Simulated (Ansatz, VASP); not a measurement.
# Rh in VASP and in Ansatz

```
Rh
1.0
     0.00000    1.89785    1.89785
     1.89785    0.00000    1.89785
     1.89785    1.89785    0.00000
Rh
1
Direct
  0.00000 0.00000 0.00000
```

Alike in both runs: functional r2SCAN; k mesh 12 × 12 × 12; occupations fermi-dirac, width 0.05 eV; no spin polarisation.

```csv
,VASP,Ansatz
version,VASP 6.6.1,Ansatz 0.2.0
potentials or method,"VASP PAW PBE potentials, release 64 (Rh_pv)",Ansatz PAW
plane-wave cutoff (eV),520,500
valence electrons in the cell,15,17
task,single point,band structure
```

|  | VASP | Ansatz | Ansatz less VASP |
| --- | --- | --- | --- |
| gap on the k mesh at the Fermi level (eV) | none | none | - |
| pressure (GPa) | 2.0 | 0.8 | -1.22 |

VASP's potentials were made for PBE, not for r2SCAN. A gap of «none» marks a metal or a gap that the smearing closes. VASP's potentials hold 15 valence electrons a cell and Ansatz's 17, so a difference there can come from the potentials and not from the codes.
